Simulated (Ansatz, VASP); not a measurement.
**One calculation of Si3Ge, two programs**

```
CELL_PARAMETERS angstrom
1.94265 1.12159 6.34097
-1.94265 1.12159 6.34097
0.00000 -2.24318 6.34097
ATOMIC_POSITIONS crystal
Si 0.00134 0.00134 0.00134
Si 0.49871 0.49871 0.49871
Si 0.37501 0.37501 0.37501
Ge 0.87495 0.87495 0.87495
```

Alike in both runs: task single point; functional PBE; k mesh 8 × 8 × 8; no spin polarisation.

|  | VASP | Ansatz |
| --- | --- | --- |
| version | VASP 6.6.1 | Ansatz 0.2.0 |
| potentials or method | VASP PAW PBE potentials, release 64 (Si, Ge_d) | plane waves, PAW |
| plane-wave cutoff (eV) | 520 | 420 |
| occupations | gaussian, width 0.01 eV | fixed |
| valence electrons in the cell | 26 | 26 |

```tsv
	VASP	Ansatz	Ansatz less VASP
gap on the k mesh at the Fermi level (eV)	0.57	0.57	-0.003
pressure (GPa)	1.8	1.8	+0.07
rms of the force components (eV/Å)	0.030	0.031	+0.0005
```

Atom by atom the forces differ by 0.001 eV/Å (rms over components).
